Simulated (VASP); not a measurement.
Write the native input for VASP 6.6.1 that does the following.

```yaml
Task: single point
Functional: r2SCAN
Potentials_or_basis: VASP PAW PBE potentials, release 64 (Cu)
Cutoff: 520 eV
k_mesh: 24 × 24 × 24
Occupations: gaussian, width 0.15 eV
Spin: no spin polarisation
Dipole_correction: no
Further_INCAR_settings: ALGO = Normal; EDIFF = 1e-06; NBANDS = 12
```

Cu:

```
CELL_PARAMETERS angstrom
-1.37065 1.37065 1.44489
1.37065 -1.37065 1.44489
1.37065 1.37065 -1.44489
ATOMIC_POSITIONS crystal
Cu 0.00000 0.00000 0.00000
```

This cell differs from its parent crystal: strain -0.050 along x and y, +0.050 along z.

The input as run:

POSCAR

```
Cu
1.0
   -1.3706536540      1.3706536540      1.4448855225
    1.3706536540     -1.3706536540      1.4448855225
    1.3706536540      1.3706536540     -1.4448855225
Cu
1
Direct
    0.0000000000      0.0000000000      0.0000000000
```

INCAR.step1

```
ALGO = Normal
EDIFF = 1E-4
ENCUT = 520
GGA = PE
ISMEAR = 0
LASPH = T
LCHARG = F
LREAL = F
LWAVE = T
NBANDS = 12
NELM = 100
PREC = Accurate
SIGMA = 0.15
```

INCAR.step2

```
ALGO = Normal
EDIFF = 1E-6
ENCUT = 520
ISIF = 2
ISMEAR = 0
ISTART = 1
LASPH = T
LCHARG = T
LELF = T
LMIXTAU = T
LREAL = F
LVHAR = T
LWAVE = F
METAGGA = R2SCAN
NBANDS = 12
NELM = 100
PREC = Accurate
SIGMA = 0.15
```

KPOINTS

```
k-points
0
Gamma
  24 24 24
```

Potentials or basis: VASP PAW PBE potentials, release 64 (Cu).

Command:

```sh
$ cat potpaw_PBE.64/Cu/POTCAR > POTCAR
$ cp INCAR.step1 INCAR
$ mpirun -np 1 vasp_std > vasp.out
$ cp INCAR.step2 INCAR
$ mpirun -np 1 vasp_std > vasp.out
```

It gave:

* Pressure: 10.8 GPa

Caveat: the cell differs from its parent crystal (strain -0.050 along x and y, +0.050 along z); the PAW data sets were made with another functional, which shifts forces and pressure a little.

Run time: 6.1 min on 1 thread of Intel(R) Xeon(R) Platinum 8259CL CPU @ 2.50GHz (Skylake/Cascade Lake), with other jobs on the host, peak memory 0.24 GiB.
